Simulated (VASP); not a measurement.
Wanted: the native input for a VASP 6.6.1 run.

* Task: single point
* Functional: PBEsol
* Potentials or basis: VASP PAW PBE potentials, release 64 (Cd)
* Cutoff: 520 eV
* k mesh: 14 × 14 × 6
* Occupations: fermi-dirac, width 0.03 eV
* Spin: no spin polarisation
* Dipole correction: no
* Further INCAR settings: ALGO = Normal; EDIFF = 1e-06; NBANDS = 19

The structure of Cd lies in POSCAR:

```
Cd
1.0
    2.9877685552      0.0000000000      0.0000000000
   -1.4938842776      2.5874834695      0.0000000000
    0.0000000000      0.0000000000      5.9442082344
Cd
2
Direct
    0.3333333333      0.6666666667      0.2500000000
    0.6666666667      0.3333333333      0.7500000000
```

The input as run:

INCAR

```
SYSTEM = Cd
ALGO = Normal ; EDIFF = 1E-6
ENCUT = 520 ; GGA = PS
ISIF = 2 ; ISMEAR = -1
LASPH = .TRUE. ; LCHARG = .FALSE.
LREAL = .FALSE. ; LWAVE = .FALSE.
NBANDS = 19 ; NELM = 100
PREC = Accurate ; SIGMA = 0.03
```

KPOINTS

```
k-points
0
G
  14 14 6
  0 0 0
```

Potentials or basis: VASP PAW PBE potentials, release 64 (Cd).

Launch:

```sh
$ cat potpaw_PBE.64/Cd/POTCAR > POTCAR
$ mpirun -np 1 vasp_std > vasp.out
```

Results of the run:

```yaml
Pressure: -3.2 GPa
Band_gap_on_the_k_mesh: zero (bands 12 and 13 overlap by 4.49 eV)
```

Caveat: the cell stands under tension; the PAW data sets were made with another functional, which shifts forces and pressure a little.

Run time: 23 s on 1 thread of Intel(R) Xeon(R) 6975P-C (Granite Rapids), on a shared host, peak memory 0.21 GiB.
